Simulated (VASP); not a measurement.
# Rh (P2_1/m) in VASP: notebook

The runs below take Rh through single point, with r2SCAN.

Program: VASP 6.6.1. These are calculated values, not measurements. Logs are shortened: lines on timing, memory, paths and dates and some standing lists are left out, and cuts for length are marked.

**1. The cell of the first run**

It takes space group P2_1/m (No. 11, monoclinic). The conventional cell has a = 2.680 Å, b = 8.798 Å, c = 2.692 Å, α = 90.00°, β = 119.57°, γ = 90.00°. Within 3.5 Å of Rh (site symmetry -1) lie 12 Rh at 2.68 to 2.70 Å. Within 3.5 Å of Rh (site symmetry m) lie 12 Rh at 2.68 to 2.70 Å.

This isn't the form of Rh at room conditions, which is fcc.

**2. Single point, r2SCAN**

File POSCAR:

```
Rh
1.0
    2.6917446200     -0.0134587231      0.0000000000
   -1.3575279061      2.3378485816      0.0000000000
    0.0000000000      0.0000000000      8.7980701300
Rh
4
Direct
    0.0000000000      0.0000000000      0.0000000000
    0.3333333333      0.6666666667      0.2500000000
    0.0000000000      0.0000000000      0.5000000000
    0.6666666667      0.3333333333      0.7500000000
```

File INCAR.step1:

```
SYSTEM = Rh
PREC = Accurate
ENCUT = 520
ISMEAR = -1
SIGMA = 0.1
LREAL = .FALSE.
LASPH = .TRUE.
NELM = 80
NBANDS = 38
GGA = PE
ALGO = Normal
EDIFF = 1E-4
LWAVE = .TRUE.
LCHARG = .FALSE.
```

File INCAR.step2:

```
SYSTEM = Rh
PREC = Accurate
ENCUT = 520
EDIFF = 1E-6
ISMEAR = -1
SIGMA = 0.1
LREAL = .FALSE.
LASPH = .TRUE.
NELM = 80
ALGO = Normal
ISIF = 2
LWAVE = .FALSE.
LCHARG = .FALSE.
METAGGA = R2SCAN
LMIXTAU = .TRUE.
NBANDS = 38
ISTART = 1
```

File KPOINTS:

```
Automatic mesh
0
G
  15 15 4
  0 0 0
```

Potentials or basis: VASP PAW PBE potentials, release 64 (Rh_pv).

Started as:

```bash
cat potpaw_PBE.64/Rh_pv/POTCAR > POTCAR
cp INCAR.step1 INCAR
mpirun -np 1 vasp_std > vasp.out
cp INCAR.step2 INCAR
mpirun -np 1 vasp_std > vasp.out
```

OUTCAR:

```text
SYSTEM = Rh
   PREC = Accurate
   ENCUT = 520
   EDIFF = 1E-6
   ISMEAR = -1
   LREAL = .FALSE.
   LASPH = .TRUE.
   NELM = 80
   ISIF = 2
   METAGGA = R2SCAN
   ISTART = 1

 ion  position               nearest neighbor table
   1  0.000  0.000  0.000-   4 2.69   2 2.69   4 2.69   2 2.69   2 2.70   4 2.70
   2  0.333  0.667  0.250-   1 2.69   3 2.69   1 2.69   3 2.69   1 2.70   3 2.70
   3  0.000  0.000  0.500-   4 2.69   2 2.69   4 2.69   2 2.69   2 2.70   4 2.70
   4  0.667  0.333  0.750-   1 2.69   3 2.69   1 2.69   3 2.69   1 2.70   3 2.70

  LATTYP: Found a simple monoclinic cell.
 ALAT       =     2.6800974710
 B/A-ratio  =     3.2827425962
 C/A-ratio  =     1.0043583473
 COS(beta)  =    -0.4934813927

  Lattice vectors:

 A1 = (   1.3342167139,   2.3243898585,   0.0000000000)
 A2 = (   0.0000000000,   0.0000000000,  -8.7980701300)
 A3 = (  -2.6917446200,   0.0134587231,   0.0000000000)

Analysis of symmetry for initial positions (statically):
=====================================================================
 Subroutine PRICEL returns:
 Original cell was already a primitive cell.

 Routine SETGRP: Setting up the symmetry group for a
 simple monoclinic supercell.

 Subroutine GETGRP returns: Found  4 space group operations
 (whereof  2 operations were pure point group operations)
 out of a pool of  4 trial point group operations.

The static configuration has the point symmetry S_2 .
 The point group associated with its full space group is C_2h.

Analysis of symmetry for dynamics (positions and initial velocities):
=====================================================================
 Subroutine PRICEL returns:
 Original cell was already a primitive cell.

 Routine SETGRP: Setting up the symmetry group for a
 simple monoclinic supercell.

 Subroutine GETGRP returns: Found  4 space group operations
 (whereof  2 operations were pure point group operations)
 out of a pool of  4 trial point group operations.

The dynamic configuration has the point symmetry S_2 .
 The point group associated with its full space group is C_2h.

 Subroutine INISYM returns: Found  4 space group operations
 (whereof  2 operations are pure point group operations),
 and found     1 'primitive' translations

----------------------------------------------------------------------------------------

                                     Primitive cell

  volume of cell :      55.2046

  direct lattice vectors                    reciprocal lattice vectors
     2.691744620 -0.013458723  0.000000000     0.372588030  0.216352184  0.000000000
    -1.357527906  2.337848582  0.000000000     0.002144946  0.428989213  0.000000000
     0.000000000  0.000000000  8.798070130     0.000000000  0.000000000  0.113661290

  length of vectors
     2.691778267  2.703408590  8.798070130     0.430848126  0.428994576  0.113661290

  position of ions in fractional coordinates (direct lattice)
     0.000000000  0.000000000  0.000000000
     0.333333333  0.666666667  0.250000000
     0.000000000  0.000000000  0.500000000
     0.666666667  0.333333333  0.750000000

  ion indices of the primitive-cell ions
   primitive index   ion index
                 1           1
                 2           2
                 3           3
                 4           4

----------------------------------------------------------------------------------------

 KPOINTS: Automatic mesh

Automatic generation of k-mesh.
 Grid dimensions read from file:
 generate k-points for:   15   15    4

 Generating k-lattice:

  Cartesian coordinates                     Fractional coordinates (reciprocal lattice)
     0.024839202  0.014423479  0.000000000     0.066666667  0.000000000  0.000000000
     0.000142996  0.028599281  0.000000000     0.000000000  0.066666667  0.000000000
     0.000000000  0.000000000  0.028415322     0.000000000  0.000000000  0.250000000

  Length of vectors
     0.028723208  0.028599638  0.028415322

  Shift w.r.t. Gamma in fractional coordinates (k-lattice)
     0.000000000  0.000000000  0.000000000

 Subroutine IBZKPT returns following result:
 ===========================================

 Found    339 irreducible k-points:

 Following reciprocal coordinates:
            Coordinates               Weight
  0.000000  0.000000  0.000000      1.000000
  0.066667  0.000000  0.000000      2.000000
  0.133333  0.000000  0.000000      2.000000
  0.200000  0.000000  0.000000      2.000000
  0.266667  0.000000  0.000000      2.000000
  0.333333  0.000000  0.000000      2.000000
[... 16 lines left out ...]
 -0.066667  0.066667  0.000000      2.000000
 -0.000000  0.133333  0.000000      2.000000
 [... further k-points ...]
   k-points           NKPTS =    339   k-points in BZ     NKDIM =    339   number of bands    NBANDS=     38
   number of dos      NEDOS =    301   number of ions     NIONS =      4
   total plane-waves  NPLWV =  28000
   dimension x,y,z NGX =    20 NGY =   20 NGZ =   70
   dimension x,y,z NGXF=    40 NGYF=   40 NGZF=  140
   ions per type =               4
   NGX,Y,Z   is equivalent  to a cutoff of  12.35, 12.30, 13.23 a.u.
   NGXF,Y,Z  is equivalent  to a cutoff of  24.70, 24.60, 26.45 a.u.
 SYSTEM =  Rh
   PREC   = accura    normal or accurate (medium, high low for compatibility)
   ISTART =      1    job   : 0-new  1-cont  2-samecut
   ICHARG =      0    charge: 1-file 2-atom 10-const
   ISPIN  =      1    spin polarized calculation?
   LNONCOLLINEAR =      F non collinear calculations
   LSORBIT =      F    spin-orbit coupling
   LASPH  =      T    aspherical Exc in radial PAW
   ENCUT  =  520.0 eV  38.22 Ry    6.18 a.u.   5.00  5.03 16.36*2*pi/ulx,y,z
   NELM   =     80;   NELMIN=  2; NELMDL=  0     # of ELM steps
   EDIFF  = 0.1E-05   stopping-criterion for ELM
   LREAL  =      F    real-space projection
   EDIFFG = 0.1E-04   stopping-criterion for IOM
   NSW    =      0    number of steps for IOM
   IBRION =     -1    ionic relax: 0-MD 1-quasi-New 2-CG
   NFREE  =      0    steps in history (QN), initial steepest desc. (CG)
   ISIF   =      2    stress and relaxation
   ISYM   =      2    0-nonsym 1-usesym 2-fastsym
   POTIM  = 0.5000    time-step for ionic-motion
   TEBEG  =    0.0;   TEEND  =   0.0 temperature during run
   PSTRESS=    0.0 pullay stress
   NELECT =      60.0000    total number of electrons
   NUPDOWN=      -1.0000    fix difference up-down
   EMIN   =  10.00;   EMAX   =-10.00  energy-range for DOS
   EFERMI =   0.00;   METHOD = LEGACY
   ISMEAR =    -1;   SIGMA  =   0.10  broadening in eV -4-tet -1-fermi 0-gaus
   EFERMI_NEDOS =   21; number of points for ismear=-14 and -15
   IALGO  =     38    algorithm
   IMIX   =      4    mixing-type and parameters
     AMIX     =   0.40;   BMIX     =  1.00
     AMIX_MAG =   1.60;   BMIX_MAG =  1.00
  volume/ion in A,a.u.               =      13.80        93.13
  Fermi-wavevector in a.u.,A,eV,Ry     =   1.683192  3.180771 38.547138  2.833135
  Thomas-Fermi vector in A             =   2.766436
   LORBIT       =      0    0 simple, 1 ext, 2 COOP (PROOUT), +10 PAW based schemes
   METAGGA = R2SCAN    functional components
   LHFCALC =     F    Hartree Fock is set to
   AEXX    =    0.0000 exact exchange contribution
   IVDW    =     0    specifies the selected vdW correction
   LEPSILON=     F    determine dielectric tensor
   LRPA    =     F    only Hartree local field effects (RPA)
 non-spin polarized calculation
  energy-cutoff  :      520.00
  volume of cell :       55.20
 maximum number of plane-waves:      1513
   NGX =  9   NGY =  9   NGZ = 33

 number of electron      59.9999994 magnetization

 Free energy of the ion-electron system (eV)
  ---------------------------------------------------
  ext. energy  EPLUGINS =         0.00000000
  ---------------------------------------------------
  free energy    TOTEN  =       -96.54812898 eV

  energy without entropy =      -96.36661328  energy(sigma->0) =      -96.45737113

 E-fermi :  11.6850     XC(G=0): -15.1767

 val. band max:       11.6848576201   @ k =  -0.4000   0.3333   0.0000
 cond. band min:      11.6853968282   @ k =   0.2000   0.4667   0.5000
 fundamental gap:      0.0005392081
 Fermi energy:        11.6849882042

 k-point     1 :       0.0000    0.0000    0.0000
  band No.  band energies     occupation
      1     -36.8788      2.00000
      2     -36.5014      2.00000
      3     -36.4954      2.00000
      4     -36.2144      2.00000
      5     -36.2104      2.00000
      6     -36.1712      2.00000
[... 30 lines left out ...]
     37      20.6689      0.00000
     38      26.8272      0.00000

 k-point     2 :       0.0667    0.0000    0.0000
  band No.  band energies     occupation
      1     -36.8677      2.00000
      2     -36.5039      2.00000
      3     -36.4985      2.00000
      4     -36.2367      2.00000
      5     -36.2226      2.00000
      6     -36.1871      2.00000
[... 30 lines left out ...]
     37      20.6439      0.00000
     38      27.0105      0.00000

 k-point     3 :       0.1333    0.0000    0.0000
  band No.  band energies     occupation
      1     -36.8355      2.00000
      2     -36.5161      2.00000
      3     -36.5137      2.00000
      4     -36.3082      2.00000
      5     -36.2464      2.00000
      6     -36.2422      2.00000
[... 30 lines left out ...]
     37      20.5816      0.00000
     38      27.4503      0.00000

 k-point     4 :       0.2000    0.0000    0.0000
  band No.  band energies     occupation
      1     -36.7857      2.00000
      2     -36.5590      2.00000
      3     -36.5516      2.00000
      4     -36.4097      2.00000
      5     -36.3352      2.00000
      6     -36.2802      2.00000
[... 30 lines left out ...]
     37      20.5202      0.00000
     38      27.5082      0.00000
[... 703 lines left out ...]
      4     -36.2836      2.00000
      5     -36.2451      2.00000
      6     -36.2111      2.00000
[... 30 lines left out ...]
     37      20.5998      0.00000
     38      27.3098      0.00000

 k-point    23 :      -0.0667    0.0667    0.0000
  band No.  band energies     occupation
      1     -36.8680      2.00000
      2     -36.5040      2.00000
      3     -36.4986      2.00000
      4     -36.2397      2.00000
      5     -36.2186      2.00000
      6     -36.1900      2.00000
[... 30 lines left out ...]
     37      20.6432      0.00000
     38      27.0001      0.00000

 k-point    24 :      -0.0000    0.1333    0.0000
  band No.  band energies     occupation
      1     -36.8362      2.00000
      2     -36.5160      2.00000
      3     -36.5137      2.00000
      4     -36.3090      2.00000
      5     -36.2444      2.00000
      6     -36.2416      2.00000
[... 30 lines left out ...]
     37      20.5802      0.00000
     38      27.4294      0.00000

 [... further k-points ...]
[... 5 lines left out ...]
  --------------------------------------------------------------------------------------
  -------------------------------------------------------------------------------------
  Total        0.1835237      0.1971059     -0.0284265      0.5573732      0.0000000      0.0000000
  in kB        5.3263273      5.7205174     -0.8250093     16.1763950      0.0000000      0.0000000
  external PRESSURE =       3.4072785 kB  Pullay stress =       0.0000000 kB

 VOLUME and BASIS-vectors are now :
 -----------------------------------------------------------------------------
  energy-cutoff  :      520.00
  volume of cell :       55.20
      direct lattice vectors                 reciprocal lattice vectors
     2.691744620 -0.013458723  0.000000000     0.372588030  0.216352184  0.000000000
    -1.357527906  2.337848582  0.000000000     0.002144946  0.428989213  0.000000000
     0.000000000  0.000000000  8.798070130     0.000000000  0.000000000  0.113661290

 POSITION                                       TOTAL-FORCE (eV/Angst)
 -----------------------------------------------------------------------------------
      0.00000      0.00000      0.00000         0.000000     -0.000000      0.000000
     -0.00777      1.55408      2.19952        -0.018832     -0.000057     -0.000000
      0.00000      0.00000      4.39904         0.000000     -0.000000      0.000000
      1.34199      0.77031      6.59855         0.018832      0.000057      0.000000
 -----------------------------------------------------------------------------------
    total drift:                                0.000000     -0.000000      0.000000

  FREE ENERGIE OF THE ION-ELECTRON SYSTEM (eV)
  ---------------------------------------------------
  free  energy   TOTEN  =       -96.5481289779 eV

  energy  without entropy=      -96.3666132842  energy(sigma->0) =      -96.45737113
```

It took 59 min on 1 thread of Oxide Virtual Turin-like, shared host; peak memory 0.52 GiB.

What came out:

```yaml
Free_energy: -96.5481 eV
Pressure: 0.3 GPa
Largest_force: 0.019 eV/Å
Band_gap_on_the_k_mesh: zero (bands 30 and 31 overlap by 1.99 eV)
```

Forces in eV/Å, atoms in the order of the input:
```
Rh   0.000  0.000  0.000
Rh  -0.019  0.000  0.000
Rh   0.000  0.000  0.000
Rh   0.019  0.000  0.000
```

Caveat: the PAW data sets were made with another functional, which shifts forces and pressure a little.

(Part 1 of 2 ends here.)
